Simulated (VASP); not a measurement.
# C in VASP: notebook, part 3 of 3

VASP 6.6.1. The steps go on from the part before.

## (5) Relaxation of cell and atoms, PBEsol

This run uses another cell than the first one: it holds 8 atoms, not 2.

File INCAR:

```
PREC = Accurate
ENCUT = 600
EDIFF = 1E-7
ISMEAR = 0
SIGMA = 0.02
LREAL = False
LASPH = True
NELM = 60
ALGO = Normal
ISIF = 3
LWAVE = False
LCHARG = False
GGA = PS
IBRION = 2
NSW = 100
EDIFFG = -0.01
```

File KPOINTS:

```
Automatic mesh
0
Gamma
  8 8 8
```

File POSCAR:

```
C
1.0
   -2.4534163960      2.4534163960      2.4822347044
    2.4534163960     -2.4534163960      2.4822347044
    2.4534163960      2.4534163960     -2.4822347044
C
8
Direct
    0.8386334659      0.1613665341      0.0000000000
    0.1613665341      0.1613665341      0.3227330683
    0.9113665341      0.4113665341      0.8227330683
    0.5886334659      0.4113665341      0.5000000000
    0.8386334659      0.8386334659      0.6772669317
    0.1613665341      0.8386334659      0.0000000000
    0.9113665341      0.0886334659      0.5000000000
    0.5886334659      0.0886334659      0.1772669317
```

Potentials or basis: VASP PAW PBE potentials, release 64 (C).

Started as:

```bash
cat potpaw_PBE.64/C/POTCAR > POTCAR
mpirun -np 1 vasp_std > vasp.out
```

OUTCAR:

```text
PREC = Accurate
   ENCUT = 600
   EDIFF = 1E-7
   ISMEAR = 0
   LREAL = False
   LASPH = True
   NELM = 60
   ISIF = 3
   GGA = PS
   IBRION = 2
   NSW = 100
   EDIFFG = -0.01

 ion  position               nearest neighbor table
   1  0.839  0.161  0.000-   3 1.52   8 1.52   5 1.58   2 1.58
   2  0.161  0.161  0.323-   7 1.52   4 1.52   6 1.58   1 1.58
   3  0.911  0.411  0.823-   1 1.52   6 1.52   4 1.58   7 1.58
   4  0.589  0.411  0.500-   2 1.52   5 1.52   3 1.58   8 1.58
   5  0.839  0.839  0.677-   7 1.52   4 1.52   6 1.58   1 1.58
   6  0.161  0.839  0.000-   3 1.52   8 1.52   5 1.58   2 1.58
   7  0.911  0.089  0.500-   2 1.52   5 1.52   3 1.58   8 1.58
   8  0.589  0.089  0.177-   1 1.52   6 1.52   4 1.58   7 1.58

  LATTYP: Found a body centered tetragonal cell.
 ALAT       =     4.9068327920
 C/A-ratio  =     1.0117461954

  Lattice vectors:

 A1 = (  -2.4534163960,   2.4534163960,   2.4822347044)
 A2 = (   2.4534163960,  -2.4534163960,   2.4822347044)
 A3 = (   2.4534163960,   2.4534163960,  -2.4822347044)

Analysis of symmetry for initial positions (statically):
=====================================================================
 Subroutine PRICEL returns:
 Original cell was already a primitive cell.

 Routine SETGRP: Setting up the symmetry group for a
 body centered tetragonal supercell.

 Subroutine GETGRP returns: Found 16 space group operations
 (whereof  8 operations were pure point group operations)
 out of a pool of 16 trial point group operations.

The static configuration has the point symmetry D_2d.
 The point group associated with its full space group is D_4h.

Analysis of symmetry for dynamics (positions and initial velocities):
=====================================================================
 Subroutine PRICEL returns:
 Original cell was already a primitive cell.

 Routine SETGRP: Setting up the symmetry group for a
[... 144 lines left out ...]
   GGA     = PS    functional components
   LHFCALC =     F    Hartree Fock is set to
   AEXX    =    0.0000 exact exchange contribution
   IVDW    =     0    specifies the selected vdW correction
   LEPSILON=     F    determine dielectric tensor
   LRPA    =     F    only Hartree local field effects (RPA)
 conjugate gradient relaxation of ions
 non-spin polarized calculation
 Gauss-broadening in eV      SIGMA  =   0.02
  energy-cutoff  :      600.00
  volume of cell :       59.76
 maximum number of plane-waves:      2007
 NGX is ok and might be reduce to    36

--------------------------------------- Ionic step        1  -------------------------------------------

 number of electron      31.9999999 magnetization

 Free energy of the ion-electron system (eV)
  ---------------------------------------------------
  ext. energy  EPLUGINS =         0.00000000
  ---------------------------------------------------
  free energy    TOTEN  =       -70.72609837 eV

  energy without entropy =      -70.72609837  energy(sigma->0) =      -70.72609837

------------------------ aborting loop because EDIFF is reached ----------------------------------------

  FORCE on cell =-STRESS in cart. coord.  units (eV):
  Direction    XX          YY          ZZ          XY          YZ          ZX
  --------------------------------------------------------------------------------------
  -------------------------------------------------------------------------------------
  Total        0.1532353      0.1532353      0.0574281      0.0000000      0.0000000     -0.0000000
  in kB        4.1079396      4.1079396      1.5395347      0.0000000      0.0000000     -0.0000000
  external PRESSURE =       3.2518046 kB  Pullay stress =       0.0000000 kB
[... 71 lines left out ...]
--------------------------------------- Ionic step        3  -------------------------------------------

 number of electron      31.9999999 magnetization

 Free energy of the ion-electron system (eV)
  ---------------------------------------------------
  ext. energy  EPLUGINS =         0.00000000
  ---------------------------------------------------
  free energy    TOTEN  =       -70.72618268 eV

  energy without entropy =      -70.72618268  energy(sigma->0) =      -70.72618268

 E-fermi :   6.1986     XC(G=0): -11.4029

 val. band max:        6.0941945348   @ k =   0.0000   0.0000   0.0000
 cond. band min:       9.2283082656   @ k =  -0.2500   0.2500   0.0000
 fundamental gap:      3.1341137308
 Fermi energy:         6.1986444570

 k-point     1 :       0.0000    0.0000    0.0000
  band No.  band energies     occupation
      1     -14.4260      2.00000
      2      -8.0902      2.00000
      3      -8.0902      2.00000
      4      -7.0082      2.00000
      5      -5.4037      2.00000
      6      -5.2076      2.00000
[... 565 lines left out ...]
     20      12.1010      0.00000
     21      13.1226      0.00000

 [... further k-points ...]

------------------------ aborting loop because EDIFF is reached ----------------------------------------

  FORCE on cell =-STRESS in cart. coord.  units (eV):
  Direction    XX          YY          ZZ          XY          YZ          ZX
  --------------------------------------------------------------------------------------
  -------------------------------------------------------------------------------------
  Total        0.0237512      0.0237512      0.0275581      0.0000000      0.0000000     -0.0000000
  in kB        0.6362734      0.6362734      0.7382565      0.0000000      0.0000000     -0.0000000
  external PRESSURE =       0.6702678 kB  Pullay stress =       0.0000000 kB
[... 23 lines left out ...]
  FREE ENERGIE OF THE ION-ELECTRON SYSTEM (eV)
  ---------------------------------------------------
  free  energy   TOTEN  =       -70.7261826831 eV

  energy  without entropy=      -70.7261826831  energy(sigma->0) =      -70.72618268

 reached required accuracy - stopping structural energy minimisation
```

OSZICAR:

```text
N       E                     dE             d eps       ncg     rms          rms(c)
DAV:   1     0.119963773888E+03    0.11996E+03   -0.18150E+04  2478   0.161E+03
DAV:   2    -0.659284066093E+02   -0.18589E+03   -0.17509E+03  3419   0.285E+02
DAV:   3    -0.739366731603E+02   -0.80083E+01   -0.79139E+01  3084   0.592E+01
[... 21 lines left out ...]
DAV:   1    -0.707262024974E+02   -0.38942E-03   -0.18356E-02  2648   0.103E+00    0.471E-02
DAV:   2    -0.707262048238E+02   -0.23263E-05   -0.48307E-04  3060   0.153E-01    0.348E-02
DAV:   3    -0.707261824653E+02    0.22359E-04   -0.65996E-05  2933   0.589E-02    0.427E-03
DAV:   4    -0.707261824879E+02   -0.22661E-07   -0.48381E-06  2978   0.165E-02    0.215E-03
DAV:   5    -0.707261826420E+02   -0.15405E-06   -0.14158E-07  2144   0.285E-03    0.553E-04
DAV:   6    -0.707261826831E+02   -0.41172E-07   -0.29541E-08  1834   0.120E-03
   3 F= -.70726183E+02 E0= -.70726183E+02  d E =-.843085E-04
```

It took 2.7 min on 1 thread of Intel Xeon 6975P-C, shared host; peak memory 0.23 GiB.

Results:

```yaml
Free_energy: -70.7262 eV
Relaxed_volume: 7.48 Å³/atom
Relaxed_cell: a = 4.267 Å, b = 4.267 Å, c = 4.267 Å, α = 109.78°, β = 109.78°, γ = 108.85°
Space_group_after_relaxing_to_0.05_Å: I4_1/amd (No. 141)
Energy_gained_by_relaxing: 0.0 meV/atom
Ionic_steps: 3
Pressure_after_relaxing: 0.1 GPa
Largest_force_after_relaxing: 0.006 eV/Å
Band_gap_on_the_k_mesh: 3.13 eV, indirect (least direct gap 3.40 eV)
```

Forces in eV/Å, atoms in the order of the input:
```
C   -0.004  0.004  0.000
C   -0.004 -0.004  0.000
C   -0.004 -0.004  0.000
C   -0.004  0.004  0.000
C    0.004  0.004  0.000
C    0.004 -0.004  0.000
C    0.004 -0.004  0.000
C    0.004  0.004  0.000
```

Final structure:
```xyz
8
Lattice="-2.4541 2.4541 2.4825 2.4541 -2.4541 2.4825 2.4541 2.4541 -2.4825" Properties=species:S:1:pos:R:3 pbc="T T T"
C    -1.6618    1.6618    2.4825
C     0.7923    0.7923    0.0000
C     0.7923    3.2464    1.2413
C     0.7923    1.6618    1.2413
C     1.6618    1.6618    2.4825
C     1.6618   -1.6618    2.4825
C    -0.7923    3.2464    1.2413
C    -0.7923    1.6618    1.2413
```

Caveat: the PAW data sets were made with another functional, which shifts forces and pressure a little.

## (6) Single point, PBEsol

This run uses another cell than the first one: it holds 8 atoms, not 2.

File INCAR:

```
PREC = Accurate ; ENCUT = 520
EDIFF = 1E-7 ; ISMEAR = 0
SIGMA = 0.1 ; LREAL = False
LASPH = True ; NELM = 100
ALGO = Normal ; ISIF = 2
LWAVE = False ; LCHARG = False
GGA = PS ; NBANDS = 26
```

File KPOINTS:

```
regular mesh
0
Gamma
  8 8 8
```

File POSCAR:

```
C
1.0
   -2.4425904630      3.4765992662      2.4544203093
    1.7560602113     -3.4684145464      1.7563091806
    2.4507633883      3.4621934031     -2.4665405060
C
8
Direct
   -0.0363697943      0.0000098808     -0.0363601561
    0.9636353883      0.9999938631      0.2863642904
    0.2136436029      0.5000084109      1.0363729122
    0.2136198767      0.4999910791      0.7136310378
    0.2863563035     -0.0000093641     -0.0363728113
    0.2863802794      0.0000109115      0.2863711321
    0.5363702150      0.4999886347      0.0363581378
    0.5363641284      0.5000065841      0.7136354572
```

Potentials or basis: VASP PAW PBE potentials, release 64 (C).

Started as:

```bash
cat potpaw_PBE.64/C/POTCAR > POTCAR
mpirun -np 1 vasp_std > vasp.out
```

Wall time 5.9 min (1 thread of Oxide Virtual Turin-like, shared host); peak memory 0.26 GiB.

Results (log left out):

```yaml
Free_energy: -70.7129 eV
Pressure: 0.7 GPa
Largest_force: 0.028 eV/Å
Band_gap_on_the_k_mesh: 3.14 eV, indirect (least direct gap 3.41 eV)
```

Forces in eV/Å, atoms in the order of the input:
```
C   -0.001 -0.028  0.000
C    0.019  0.000 -0.020
C    0.020  0.000 -0.019
C    0.000 -0.028  0.001
C   -0.020  0.000  0.019
C    0.000  0.028 -0.001
C    0.001  0.028  0.000
C   -0.019  0.000  0.020
```

Stress tensor (GPa, compression positive):
```
 0.69  0.00 -0.08
 0.00  0.83  0.00
-0.08  0.00  0.69
```

Levels at points of the mesh, in eV from the valence-band top:
```csv
k point,band 14,band 15,band 16,band 17,band 18,band 19
"(0.00, 0.00, 0.00)",-1.75,0.00,0.00,3.56,3.94,3.94
"(0.50, 0.00, 0.00)",-2.95,-1.51,-1.00,3.57,4.34,5.83
"(0.00, 0.50, 0.50)",-2.95,-1.51,-1.00,3.57,4.34,5.83
"(0.00, 0.50, 0.00)",-3.96,-0.77,-0.77,4.91,4.91,7.17
"(0.50, 0.00, 0.50)",-4.04,-1.72,-1.72,4.10,4.10,6.04
"(0.50, 0.50, 0.50)",-4.04,-1.72,-1.72,4.10,4.10,6.04
```

Caveat: the PAW data sets were made with another functional, which shifts forces and pressure a little.

## (7) Overview

```tsv
task	cell	cutoff (eV)	smearing	gap on the mesh (eV)	pressure (GPa)	largest force (eV/Å)
single point	a = 3.294 Å, angles 97.4, 97.4, 137.8°, 2 atoms	520	gaussian 0.1 eV	none	-48.5	-
relaxation of cell and atoms	relaxed from a = 3.294 Å, angles 97.4, 97.4, 137.8°, 2 atoms	600	gaussian 0.1 eV	3.64	-0.8	-
single point	a = 4.266 Å, angles 109.8, 109.8, 108.9°, 8 atoms	520	gaussian 0.02 eV	3.15	0.7	0.03
relaxation of cell and atoms	relaxed from a = 4.266 Å, angles 109.8, 109.8, 108.8°, 8 atoms	600	gaussian 0.02 eV	3.13	0.1	0.01
single point	a = 4.907, b = 4.266 Å, angles 125.1, 90.0, 125.1°, 8 atoms	520	gaussian 0.1 eV	3.14	0.7	0.03
```

Alike in all rows: level PBEsol; potentials or basis VASP PAW PBE potentials, release 64 (C); no spin polarisation; k mesh 8 × 8 × 8.

Caveats: some runs use coarse meshes; the PAW data sets were made with another functional, which shifts forces and pressure a little; the volume moved by over 15 % at a fixed basis, so the end points are rough (some runs).

Absolute energies hang on the potentials; compare differences alone.
